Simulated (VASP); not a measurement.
Crystal: Bi.

```
Bi
1.0
     2.26119    1.30550    4.02177
    -2.26119    1.30550    4.02177
     0.00000   -2.61100    4.02177
Bi
2
Direct
  0.23275 0.23275 0.23275
  0.76725 0.76725 0.76725
```

Base run:

* Program: VASP 6.6.1
* Functional: r2SCAN
* Potentials or basis: VASP PAW PBE potentials, release 64 (Bi_d)
* Cutoff: 520 eV
* k mesh: 8 × 8 × 8
* Occupations: fermi-dirac, width 0.02 eV
* Spin: no spin polarisation

Its results: band gap on the k mesh zero (bands 15 and 16 overlap by 0.12 eV); pressure 0.9 GPa; largest force 0.047 eV/Å.

Task: The run is repeated on the same cell with these changes: functional from r2SCAN to PBE; further incar settings from ALGO = Normal; EDIFF = 1e-06; NBANDS = 22 to ALGO = Normal; EDIFF = 1e-07; NBANDS = 22. What comes out?

Result: Band gap on the k mesh zero (bands 15 and 16 overlap by 0.18 eV); pressure 1.8 GPa; largest force 0.226 eV/Å.

Caveats: spin-orbit coupling is left out, which moves the levels of the heavy elements; the PAW data sets were made with another functional, which shifts forces and pressure a little (at least some runs).
